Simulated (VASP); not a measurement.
Ta4O:

```
Ta O
1.0
     3.25750    0.00000    0.00000
     0.00000    3.25750    0.00000
     0.00000    0.00000    7.40934
Ta O
4 1
Direct
  0.00000 0.00000 0.50000
  0.50000 0.50000 0.78316
  0.50000 0.50000 0.21684
  0.00000 0.00000 0.00000
  0.50000 0.50000 0.50000
```

* Program: VASP 6.6.1
* Task: relaxation of cell and atoms
* Functional: PBEsol
* Potentials or basis: VASP PAW PBE potentials, release 64 (Ta_pv, O)
* Cutoff: 600 eV
* k mesh: 6 × 6 × 4
* Occupations: gaussian, width 0.1 eV
* Spin: no spin polarisation

At the start: pressure -7.8 GPa; volume 15.72 Å³/atom.

Task: Where does the relaxation end?

Result: Over 8 steps the energy falls by 14.4 meV/atom and the volume is 15.19 Å³/atom (-3.4 %); space group P4/mmm (No. 123, to 0.1 Å) before and after.

The path:
| step | energy change (eV) | largest force (eV/Å) | pressure (GPa) | volume (Å³) |
| --- | --- | --- | --- | --- |
| 1 | 0.0000 | 0.1463 | -7.79 | 78.62 |
| 2 | 0.2945 | 0.4965 | 21.91 | 70.24 |
| 3 | -0.0688 | 0.0096 | -0.24 | 75.97 |
| 4 | -0.0689 | 0.0056 | -0.07 | 75.90 |
| 5 | -0.0689 | 0.0029 | 0.11 | 75.85 |
| 6 | -0.0712 | 0.0981 | 0.21 | 75.75 |
| 7 | -0.0712 | 0.1121 | 0.23 | 75.74 |
| 8 | -0.0719 | 0.0479 | -0.37 | 75.93 |

Final structure:
```yaml
crystal:
  lattice:
    - [3.20897, 0.00000, 0.00000]
    - [0.00000, 3.20897, 0.00000]
    - [0.00000, 0.00000, 7.37357]
  atoms:
    - { symbol: Ta, position: [0.00000, 0.00000, 0.50000] }
    - { symbol: Ta, position: [0.50000, 0.50000, 0.78217] }
    - { symbol: Ta, position: [0.50000, 0.50000, 0.21783] }
    - { symbol: Ta, position: [0.00000, 0.00000, 0.00000] }
    - { symbol: O, position: [0.50000, 0.50000, 0.50000] }
```

Caveat: the PAW data sets were made with another functional, which shifts forces and pressure a little; the relaxation stopped at a loose force limit of 0.05 eV/Å, so its end isn't a converged minimum.
